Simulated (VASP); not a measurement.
Runs of VASP 6.6.1 on ZnCu2SnS4. The structure is that of space group I-4 (No. 82), or close to it. The cells are those of the table. 

```csv
level,cell,k mesh,cutoff (eV),smearing,gap on the mesh (eV),pressure (GPa),largest force (eV/Å)
PBE,"a = 6.648 Å, angles 131.8, 131.8, 70.6°, 8 atoms",6 × 6 × 6,600,fermi-dirac 0.02 eV,0.32,2.1,0.58
PBEsol,"a = 6.692 Å, angles 131.8, 131.8, 70.6°, 8 atoms",7 × 7 × 7,520,fermi-dirac 0.05 eV,0.18,-2.9,0.55
PBEsol,"a = 6.603 Å, angles 131.8, 131.8, 70.6°, 8 atoms",7 × 7 × 7,520,fermi-dirac 0.05 eV,0.33,(a),0.70
PBEsol,"a = 6.558 Å, angles 131.8, 131.8, 70.6°, 8 atoms",7 × 7 × 7,520,fermi-dirac 0.05 eV,0.42,1.7,0.79
BLYP,"a = 6.648 Å, angles 131.8, 131.8, 70.6°, 8 atoms",7 × 7 × 7,520,fermi-dirac 0.05 eV,0.33,(b),0.60
```

Alike in all rows: task single point; potentials or basis VASP PAW PBE potentials, release 64 (Sn_d, Zn, Cu, S); no spin polarisation.

Question: Fill in the values left out.

Answer: (a) 0.0; (b) 6.5.

Caveats: semilocal functionals underestimate gaps, and a narrow one can read as zero; spin-orbit coupling is left out, which moves the levels of the heavy elements; the PAW data sets were made with another functional, which shifts forces and pressure a little (at least some runs); the cell stands under pressure (at least some runs).

A k mesh can miss the band edges, and the runs leave out spin-orbit coupling on Sn.
